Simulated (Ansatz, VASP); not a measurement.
ZnS in VASP and in Ansatz

Contents of INCAR:

```
SYSTEM = ZnS
PREC = Accurate ; ENCUT = 520
EDIFF = 1E-6 ; ISMEAR = 0
SIGMA = 0.1 ; LREAL = .FALSE.
LASPH = .TRUE. ; NELM = 80
ALGO = Normal ; ISIF = 2
LWAVE = .FALSE. ; LCHARG = .TRUE.
GGA = PS ; LELF = .TRUE.
LVHAR = .TRUE. ; NBANDS = 26
```

File KPOINTS:

```
regular mesh
0
G
  6 6 4
  0 0 0
```

Contents of POSCAR:

```
ZnS
1.0
    3.8205435350      0.0000000000      0.0000000000
   -1.9102717675      3.3086877575      0.0000000000
    0.0000000000      0.0000000000      6.0835925024
Zn S
2 2
Direct
    0.6666666667      0.3333333333      0.4962629880
    0.3333333333      0.6666666667      0.9962629880
    0.3333333333      0.6666666667      0.3787360120
    0.6666666667      0.3333333333      0.8787360120
```

Input for Ansatz:

```yaml
crystal:
  lattice:
    - [3.820543535, 0.0, 0.0]
    - [-1.9102717675, 3.3086877575, 0.0]
    - [0.0, 0.0, 6.0835925024]
  atoms:
    - { symbol: Zn, position: [0.6666666667, 0.3333333333, 0.496262988] }
    - { symbol: Zn, position: [0.3333333333, 0.6666666667, 0.996262988] }
    - { symbol: S, position: [0.3333333333, 0.6666666667, 0.378736012] }
    - { symbol: S, position: [0.6666666667, 0.3333333333, 0.878736012] }
basis:
  ecutwfc: 420
kpoints:
  mp_grid: { grid: [6, 6, 4] }
hamiltonian:
  xc: pbesol
scf:
  occupations: { method: gaussian, width: 0.1 }
output:
  forces: true
  stress: true
  eigenvalues: true
```

Alike in both runs: task single point; functional PBEsol; k mesh 6 × 6 × 4; occupations gaussian, width 0.1 eV; no spin polarisation.

|  | VASP | Ansatz |
| --- | --- | --- |
| version | VASP 6.6.1 | Ansatz 0.2.0 |
| potentials or method | VASP PAW PBE potentials, release 64 (Zn, S), cutoff 520 eV | scalar-relativistic, plane waves, PAW |
| valence electrons in the cell | 36 | 36 |

Ansatz gave:

| Item | Value |
| --- | --- |
| gap on the k mesh at the Fermi level (eV) | 2.16 |
| least direct gap on the mesh (eV) | 2.16 |
| pressure (GPa) | 0.1 |
| traceless stress, the component that is largest in VASP (GPa) | 1.49 |
| rms of the force components (eV/Å) | 0.051 |

**Question.** Which values does VASP return?

**Answer.** gap on the k mesh at the Fermi level (eV): 2.17; least direct gap on the mesh (eV): 2.17; pressure (GPa): 0.2; traceless stress, the component that is largest in VASP (GPa): 1.50; rms of the force components (eV/Å): 0.051.

VASP's potentials were made for PBE, not for PBEsol. Atom by atom the forces differ by 0.000 eV/Å (rms over components).
